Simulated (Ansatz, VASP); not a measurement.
**ScCuC4N4: VASP beside Ansatz**

```
Sc Cu C N
1.0
     5.97754    0.00000    0.00000
     0.00000    5.97754    0.00000
     0.00000    0.00000    5.97754
Sc Cu C N
1 1 4 4
Direct
  0.50000 0.50000 0.50000
  0.00000 0.00000 0.00000
  0.18539 0.18539 0.18539
  0.18539 0.81461 0.81461
  0.81461 0.18539 0.81461
  0.81461 0.81461 0.18539
  0.29929 0.29929 0.29929
  0.29929 0.70071 0.70071
  0.70071 0.29929 0.70071
  0.70071 0.70071 0.29929
```

Alike in both runs: functional PBE; k mesh 4 × 4 × 4; occupations gaussian, width 0.1 eV; collinear spin.

Ansatz relaxed the structure, and its values are those at the end. VASP's run is a single point on that final structure, the one shown.

|  | VASP | Ansatz |
| --- | --- | --- |
| version | VASP 6.6.1 | Ansatz 0.2.0 |
| potentials or method | VASP PAW PBE potentials, release 64 (Sc_sv, Cu, C, N), cutoff 520 eV | scalar-relativistic, plane waves, PAW |
| valence electrons in the cell | 58 | 66 |

|  | VASP | Ansatz | Ansatz less VASP |
| --- | --- | --- | --- |
| gap on the k mesh at the Fermi level (eV) | 2.63 | 2.63 | -0.003 |
| least direct gap on the mesh (eV) | 2.67 | 2.67 | -0.002 |
| pressure (GPa) | 0.4 | 0.0 | -0.48 |
| rms of the force components (eV/Å) | 0.150 | 0.001 | -0.1491 |
| net moment per atom (μB) | 0.00 | 0.00 | 0.000 |

One of these differences is far larger than is usual between the two programs; its cause wasn't traced. With one functional, cell and mesh, what is left measures potentials, basis and numerics. VASP's potentials hold 58 valence electrons a cell and Ansatz's 66, so a difference there can come from the potentials and not from the codes. Ansatz's warnings: seeded moment not kept.

Noted on VASP's run: the standard files for N, O and F lose accuracy on very short bonds.
